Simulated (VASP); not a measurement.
# In (I4/mmm) in VASP: single point with PBE

Aim: the single point of In with PBE.

All numbers are computed with VASP 6.6.1; they aren't measurements. Logs are shortened: lines on timing, memory, paths and dates and some standing lists are left out, and cuts for length are marked.

## (1) The cell of the first run

The structure is tetragonal, space group I4/mmm (No. 139). The conventional cell has a = 3.614 Å, b = 3.614 Å, c = 3.464 Å, α = 90.00°, β = 90.00°, γ = 90.00°. In (site symmetry 4/mmm) has 14 In at 3.09 to 3.61 Å within 4.1 Å.

## (2) Single point, PBE (strain -0.040 along x and y, -0.080 along z)

INCAR

```
SYSTEM = In
PREC = Accurate
ENCUT = 520
EDIFF = 1E-6
ISMEAR = 0
SIGMA = 0.15
LREAL = .False.
LASPH = .True.
NELM = 60
ALGO = Fast
ISIF = 2
LWAVE = .False.
LCHARG = .False.
GGA = PE
NBANDS = 12
```

KPOINTS

```
regular mesh
0
Gamma
  18 18 18
  0 0 0
```

POSCAR

```
In
1.0
   -1.8072242304      1.8072242304      1.7319232208
    1.8072242304     -1.8072242304      1.7319232208
    1.8072242304      1.8072242304     -1.7319232208
In
1
Direct
    0.0000000000      0.0000000000      0.0000000000
```

Potentials or basis: VASP PAW PBE potentials, release 64 (In_d).

Run with:

```console
$ cat potpaw_PBE.64/In_d/POTCAR > POTCAR
$ mpirun -np 1 vasp_std > vasp.out
```

OUTCAR:

```text
SYSTEM = In
   PREC = Accurate
   ENCUT = 520
   EDIFF = 1E-6
   ISMEAR = 0
   LREAL = .False.
   LASPH = .True.
   NELM = 60
   ISIF = 2
   GGA = PE

 ion  position               nearest neighbor table
   1  0.000  0.000  0.000-

  LATTYP: Found a body centered tetragonal cell.
 ALAT       =     3.6144484608
 C/A-ratio  =     0.9583333333

  Lattice vectors:

 A1 = (  -1.8072242304,   1.8072242304,   1.7319232208)
 A2 = (   1.8072242304,  -1.8072242304,   1.7319232208)
 A3 = (   1.8072242304,   1.8072242304,  -1.7319232208)

Analysis of symmetry for initial positions (statically):
=====================================================================
 Subroutine PRICEL returns:
 Original cell was already a primitive cell.

 Routine SETGRP: Setting up the symmetry group for a
 body centered tetragonal supercell.

 Subroutine GETGRP returns: Found 16 space group operations
 (whereof 16 operations were pure point group operations)
 out of a pool of 16 trial point group operations.

The static configuration has the point symmetry D_4h.

Analysis of symmetry for dynamics (positions and initial velocities):
=====================================================================
 Subroutine PRICEL returns:
 Original cell was already a primitive cell.

 Routine SETGRP: Setting up the symmetry group for a
 body centered tetragonal supercell.

 Subroutine GETGRP returns: Found 16 space group operations
 (whereof 16 operations were pure point group operations)
 out of a pool of 16 trial point group operations.

The dynamic configuration has the point symmetry D_4h.

 Subroutine INISYM returns: Found 16 space group operations
 (whereof 16 operations are pure point group operations),
 and found     1 'primitive' translations

----------------------------------------------------------------------------------------

                                     Primitive cell

  volume of cell :      22.6263

  direct lattice vectors                    reciprocal lattice vectors
    -1.807224230  1.807224230  1.731923221     0.000000000  0.276667384  0.288696401
     1.807224230 -1.807224230  1.731923221     0.276667384  0.000000000  0.288696401
     1.807224230  1.807224230 -1.731923221     0.276667384  0.276667384  0.000000000

  length of vectors
     3.087341394  3.087341394  3.087341394     0.399863043  0.399863043  0.391266767

  position of ions in fractional coordinates (direct lattice)
     0.000000000  0.000000000  0.000000000

  ion indices of the primitive-cell ions
   primitive index   ion index
                 1           1

----------------------------------------------------------------------------------------

 KPOINTS: regular mesh

Automatic generation of k-mesh.
 Grid dimensions read from file:
 generate k-points for:   18   18   18

 Generating k-lattice:

  Cartesian coordinates                     Fractional coordinates (reciprocal lattice)
     0.000000000  0.015370410  0.016038689     0.055555556  0.000000000  0.000000000
     0.015370410  0.000000000  0.016038689     0.000000000  0.055555556  0.000000000
     0.015370410  0.015370410  0.000000000     0.000000000  0.000000000  0.055555556

  Length of vectors
     0.022214613  0.022214613  0.021737043

  Shift w.r.t. Gamma in fractional coordinates (k-lattice)
     0.000000000  0.000000000  0.000000000

 Subroutine IBZKPT returns following result:
 ===========================================

 Found    480 irreducible k-points:

 Following reciprocal coordinates:
            Coordinates               Weight
  0.000000  0.000000  0.000000      1.000000
  0.055556 -0.000000  0.000000      8.000000
  0.111111 -0.000000  0.000000      8.000000
  0.166667 -0.000000  0.000000      8.000000
  0.222222  0.000000  0.000000      8.000000
  0.277778 -0.000000  0.000000      8.000000
[... 16 lines left out ...]
 -0.277778  0.055556 -0.000000     16.000000
 -0.222222  0.055556  0.000000     16.000000
 [... further k-points ...]
   k-points           NKPTS =    480   k-points in BZ     NKDIM =    480   number of bands    NBANDS=     12
   number of dos      NEDOS =    301   number of ions     NIONS =      1
   total plane-waves  NPLWV =  13824
   dimension x,y,z NGX =    24 NGY =   24 NGZ =   24
   dimension x,y,z NGXF=    48 NGYF=   48 NGZF=   48
   ions per type =               1
   NGX,Y,Z   is equivalent  to a cutoff of  12.92, 12.92, 12.92 a.u.
   NGXF,Y,Z  is equivalent  to a cutoff of  25.85, 25.85, 25.85 a.u.
 SYSTEM =  In
   PREC   = accura    normal or accurate (medium, high low for compatibility)
   ISTART =      0    job   : 0-new  1-cont  2-samecut
   ICHARG =      2    charge: 1-file 2-atom 10-const
   ISPIN  =      1    spin polarized calculation?
   LNONCOLLINEAR =      F non collinear calculations
   LSORBIT =      F    spin-orbit coupling
   LASPH  =      T    aspherical Exc in radial PAW
   ENCUT  =  520.0 eV  38.22 Ry    6.18 a.u.   5.74  5.74  5.74*2*pi/ulx,y,z
   NELM   =     60;   NELMIN=  2; NELMDL= -5     # of ELM steps
   EDIFF  = 0.1E-05   stopping-criterion for ELM
   LREAL  =      F    real-space projection
   EDIFFG = 0.1E-04   stopping-criterion for IOM
   NSW    =      0    number of steps for IOM
   IBRION =     -1    ionic relax: 0-MD 1-quasi-New 2-CG
   NFREE  =      0    steps in history (QN), initial steepest desc. (CG)
   ISIF   =      2    stress and relaxation
   ISYM   =      2    0-nonsym 1-usesym 2-fastsym
   POTIM  = 0.5000    time-step for ionic-motion
   TEBEG  =    0.0;   TEEND  =   0.0 temperature during run
   PSTRESS=    0.0 pullay stress
   NELECT =      13.0000    total number of electrons
   NUPDOWN=      -1.0000    fix difference up-down
   EMIN   =  10.00;   EMAX   =-10.00  energy-range for DOS
   EFERMI =   0.00;   METHOD = LEGACY
   ISMEAR =     0;   SIGMA  =   0.15  broadening in eV -4-tet -1-fermi 0-gaus
   EFERMI_NEDOS =   21; number of points for ismear=-14 and -15
   IALGO  =     68    algorithm
   IMIX   =      4    mixing-type and parameters
     AMIX     =   0.40;   BMIX     =  1.00
     AMIX_MAG =   1.60;   BMIX_MAG =  1.00
  volume/ion in A,a.u.               =      22.63       152.69
  Fermi-wavevector in a.u.,A,eV,Ry     =   1.360980  2.571879 25.201613  1.852266
  Thomas-Fermi vector in A             =   2.487595
   LORBIT       =      0    0 simple, 1 ext, 2 COOP (PROOUT), +10 PAW based schemes
   GGA     = PE    functional components
   LHFCALC =     F    Hartree Fock is set to
   AEXX    =    0.0000 exact exchange contribution
   IVDW    =     0    specifies the selected vdW correction
   LEPSILON=     F    determine dielectric tensor
   LRPA    =     F    only Hartree local field effects (RPA)
 non-spin polarized calculation
 RMM-DIIS sequential band-by-band and
 Gauss-broadening in eV      SIGMA  =   0.15
  energy-cutoff  :      520.00
  volume of cell :       22.63
 maximum number of plane-waves:       623
   NGX = 11   NGY = 11   NGZ = 11

 number of electron      12.9999999 magnetization

 Free energy of the ion-electron system (eV)
  ---------------------------------------------------
  ext. energy  EPLUGINS =         0.00000000
  ---------------------------------------------------
  free energy    TOTEN  =        -2.39548811 eV

  energy without entropy =       -2.39039979  energy(sigma->0) =       -2.39294395

 E-fermi :   9.3421     XC(G=0): -10.9646

 val. band max:        9.3344994647   @ k =   0.5000   0.2778   0.0000
 cond. band min:       9.3575910243   @ k =   0.2778   0.1667   0.0556
 fundamental gap:      0.0230915596
 Fermi energy:         9.3420967776

 k-point     1 :       0.0000    0.0000    0.0000
  band No.  band energies     occupation
      1      -5.6269      2.00000
      2      -5.5741      2.00000
      3      -5.5741      2.00000
      4      -5.2260      2.00000
      5      -5.1719      2.00000
      6      -1.3131      2.00000
      7      21.7291      0.00000
      8      21.7291      0.00000
      9      22.5128      0.00000
     10      22.7975      0.00000
     11      22.7975      0.00000
     12      23.1682      0.00000

 k-point     2 :       0.0556   -0.0000    0.0000
  band No.  band energies     occupation
      1      -5.6222      2.00000
      2      -5.5706      2.00000
      3      -5.5658      2.00000
      4      -5.2260      2.00000
      5      -5.1766      2.00000
      6      -1.2319      2.00000
      7      21.2722      0.00000
      8      21.3238      0.00000
      9      21.6200      0.00000
     10      22.5073      0.00000
     11      22.5274      0.00000
     12      23.0490      0.00000

 k-point     3 :       0.1111   -0.0000    0.0000
  band No.  band energies     occupation
      1      -5.6271      2.00000
      2      -5.5628      2.00000
      3      -5.5227      2.00000
      4      -5.2266      2.00000
      5      -5.1883      2.00000
      6      -0.9863      2.00000
      7      19.2791      0.00000
      8      20.4093      0.00000
      9      20.7280      0.00000
     10      22.0152      0.00000
     11      22.0518      0.00000
     12      23.2604      0.00000

 k-point     4 :       0.1667   -0.0000    0.0000
  band No.  band energies     occupation
      1      -5.6478      2.00000
      2      -5.5582      2.00000
      3      -5.4423      2.00000
      4      -5.2303      2.00000
      5      -5.1987      2.00000
      6      -0.5721      2.00000
      7      17.0383      0.00000
      8      19.3632      0.00000
      9      19.8357      0.00000
     10      21.5016      0.00000
     11      21.6004      0.00000
     12      23.7039      0.00000

 k-point     5 :       0.2222    0.0000    0.0000
  band No.  band energies     occupation
      1      -5.6762      2.00000
      2      -5.5664      2.00000
      3      -5.3385      2.00000
      4      -5.2360      2.00000
      5      -5.2005      2.00000
      6       0.0149      2.00000
      7      14.8345      0.00000
      8      18.3548      0.00000
      9      18.9916      0.00000
     10      21.0505      0.00000
     11      21.2180      0.00000
     12      24.3225      0.00000
[... 228 lines left out ...]
      1      -5.7406      2.00000
      2      -5.6384      2.00000
      3      -5.2239      2.00000
      4      -5.1952      2.00000
      5      -5.0710      2.00000
      6       2.2834      2.00000
      7       9.8598      0.00000
      8      15.7732      0.00000
      9      17.1582      0.00000
     10      20.5179      0.00000
     11      21.5001      0.00000
     12      26.6204      0.00000

 k-point    22 :      -0.3333    0.0556   -0.0000
  band No.  band energies     occupation
      1      -5.7142      2.00000
      2      -5.6031      2.00000
      3      -5.2364      2.00000
      4      -5.2013      2.00000
      5      -5.1681      2.00000
      6       1.2656      2.00000
      7      11.7950      0.00000
      8      16.3200      0.00000
      9      17.7002      0.00000
     10      20.7224      0.00000
     11      21.7893      0.00000
     12      25.5854      0.00000

 k-point    23 :      -0.2778    0.0556   -0.0000
  band No.  band energies     occupation
      1      -5.6843      2.00000
      2      -5.5748      2.00000
      3      -5.2805      2.00000
      4      -5.2426      2.00000
      5      -5.2014      2.00000
      6       0.4199      2.00000
      7      13.8486      0.00000
      8      17.0116      0.00000
      9      18.4101      0.00000
     10      20.9988      0.00000
     11      22.1666      0.00000
     12      24.6824      0.00000

 k-point    24 :      -0.2222    0.0556    0.0000
  band No.  band energies     occupation
      1      -5.6549      2.00000
      2      -5.5630      2.00000
      3      -5.3824      2.00000
      4      -5.2468      2.00000
      5      -5.1971      2.00000
      6      -0.2514      2.00000
      7      15.9980      0.00000
      8      17.8232      0.00000
      9      19.2703      0.00000
     10      21.3412      0.00000
     11      22.6007      0.00000
     12      23.9433      0.00000

 [... further k-points ...]
[... 5 lines left out ...]
  --------------------------------------------------------------------------------------
  -------------------------------------------------------------------------------------
  Total        1.7042110      1.7042110      1.6672531      0.0000000     -0.0000000      0.0000000
  in kB      120.6760959    120.6760959    118.0590828      0.0000000     -0.0000000      0.0000000
  external PRESSURE =     119.8037582 kB  Pullay stress =       0.0000000 kB

 VOLUME and BASIS-vectors are now :
 -----------------------------------------------------------------------------
  energy-cutoff  :      520.00
  volume of cell :       22.63
      direct lattice vectors                 reciprocal lattice vectors
    -1.807224230  1.807224230  1.731923221     0.000000000  0.276667384  0.288696401
     1.807224230 -1.807224230  1.731923221     0.276667384  0.000000000  0.288696401
     1.807224230  1.807224230 -1.731923221     0.276667384  0.276667384  0.000000000

 POSITION                                       TOTAL-FORCE (eV/Angst)
 -----------------------------------------------------------------------------------
      0.00000      0.00000      0.00000        -0.000000      0.000000      0.000000
 -----------------------------------------------------------------------------------
    total drift:                               -0.000000      0.000000      0.000000

  FREE ENERGIE OF THE ION-ELECTRON SYSTEM (eV)
  ---------------------------------------------------
  free  energy   TOTEN  =        -2.3954881073 eV

  energy  without entropy=       -2.3903997852  energy(sigma->0) =       -2.39294395
```

Wall time 60 s (1 thread of Intel Xeon Platinum 8375C at 2.90GHz (Ice Lake), shared host); peak memory 0.23 GiB.

Results:

```yaml
Free_energy: -2.3955 eV
Pressure: 12.0 GPa
Band_gap_on_the_k_mesh: zero (an odd number of electrons rules out a gap without spin polarisation)
```

Caveat: the cell differs from its parent crystal (strain -0.040 along x and y, -0.080 along z); the cell stands under pressure; spin-orbit coupling is left out, which moves the levels of the heavy elements.
